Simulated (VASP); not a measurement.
## Ga: single point with PBE

Ga:

```
CELL_PARAMETERS angstrom
2.31080 -3.87292 0.00000
2.31080 3.87292 0.00000
0.00000 0.00000 4.54631
ATOMIC_POSITIONS crystal
Ga 0.84421 0.15579 0.08394
Ga 0.65579 0.34421 0.58394
Ga 0.15579 0.84421 0.91606
Ga 0.34421 0.65579 0.41606
```

| Quantity | Value |
| --- | --- |
| Program | VASP 6.6.1 |
| Task | single point |
| Functional | PBE |
| Potentials or basis | VASP PAW PBE potentials, release 64 (Ga_d) |
| Cutoff | 520 eV |
| k mesh | 8 × 8 × 7 |
| Occupations | fermi-dirac, width 0.01 eV |
| Spin | no spin polarisation |
| Dipole correction | no |
| Further INCAR settings | ALGO = Normal; EDIFF = 1e-06; NBANDS = 34 |

```
Pressure               : 0.2 GPa
Largest force          : 0.006 eV/Å
Band gap on the k mesh : zero (band 26 reaches 4.92 eV, above the bottom of band 27 at 4.03 eV)
```

Forces in eV/Å, atoms in the order of the input:
```
Ga   0.000  0.004 -0.005
Ga   0.000 -0.004 -0.005
Ga   0.000 -0.004  0.005
Ga   0.000  0.004  0.005
```

Stress tensor (GPa, compression positive):
```
0.12 0.00 0.00
0.00 0.14 0.00
0.00 0.00 0.24
```

Levels at points of the mesh, in eV from the Fermi level:
```csv
k point,band 22,band 23,band 24,band 25,band 26,band 27,band 28,band 29,band 30,band 31
"(0.00, 0.00, 0.00)",-4.15,-3.56,-2.05,-1.71,-0.67,0.85,0.90,1.01,4.82,5.32
"(0.50, 0.00, 0.00)",-8.43,-3.43,-3.43,-1.22,-1.22,0.81,0.81,3.98,3.98,5.25
"(0.50, 0.50, 0.00)",-7.06,-4.33,-3.21,-1.63,-1.37,1.12,1.34,3.08,3.77,4.11
```

Wall time 110 s on 1 thread of Intel(R) Xeon(R) Platinum 8488C (Sapphire Rapids), with other jobs on the host, peak memory 0.3 GiB.
